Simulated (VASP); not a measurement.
Re, 1 atom in the cell. It takes space group Fmmm (No. 69, orthorhombic). Conventional cell: a = 3.592 Å, b = 3.700 Å, c = 3.915 Å, α = 90.00°, β = 90.00°, γ = 90.00°. Within 3.4 Å of Re (site symmetry mmm) lie 12 Re at 2.58 to 2.69 Å.  This cell differs from its parent crystal: normal strain along x -0.0825, normal strain along z -0.0550.

```yaml
Program: VASP 6.6.1
Task: single point
Functional: PBE
Potentials_or_basis: VASP PAW PBE potentials, release 64 (Re)
Cutoff: 520 eV
k_mesh: 10 × 10 × 10
Occupations: gaussian, width 0.15 eV
Spin: no spin polarisation
Dipole_correction: no
Further_INCAR_settings: ALGO = Fast; EDIFF = 1e-06; NBANDS = 10
```

Potentials or basis: VASP PAW PBE potentials, release 64 (Re).

Run with:

```console
$ cat potpaw_PBE.64/Re/POTCAR > POTCAR
$ mpirun -np 1 vasp_std > vasp.out
```

Hardware: 1 thread of Intel(R) Xeon(R) Platinum 8488C (Sapphire Rapids), on a shared host.

Task: How long does it take, and how much memory?

Result: It took 15 s on 1 thread of Intel(R) Xeon(R) Platinum 8488C (Sapphire Rapids), on a shared host, peak memory 0.14 GiB. Counts: scf iterations 12, k points 171.
